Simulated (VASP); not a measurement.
Here is a VASP 6.6.1 calculation.

INCAR

```
SYSTEM = MgO
  PREC = Accurate
  ENCUT = 520
  EDIFF = 1E-7
  ISMEAR = 0
  SIGMA = 0.05
  LREAL = .FALSE.
  LASPH = .TRUE.
  NELM = 80
  ALGO = Normal
  ISIF = 2
  LWAVE = .FALSE.
  LCHARG = .FALSE.
  GGA = PE
  NBANDS = 11
```

The input KPOINTS:

```
regular mesh
0
G
  14 14 14
  0 0 0
```

The input POSCAR:

```
MgO
1.0
    2.5876377778      0.0000000000      0.0000000000
    0.0000000000      2.5876377778      0.0000000000
    0.0000000000      0.0000000000      2.5876377778
Mg O
1 1
Direct
    0.0000000000      0.0000000000      0.0000000000
    0.5000000000      0.5000000000      0.5000000000
```

Potentials or basis: VASP PAW PBE potentials, release 64 (Mg, O).

Launch:

```console
$ cat potpaw_PBE.64/Mg/POTCAR potpaw_PBE.64/O/POTCAR > POTCAR
$ mpirun -np 1 vasp_std > vasp.out
```

Problem. What does it give for the pressure?

Solution. 12.8 GPa.

Problem. What does it give for the band gap on the k mesh?

Solution. 3.02 eV, indirect (least direct gap 4.08 eV).

 A k mesh can miss the band edges.
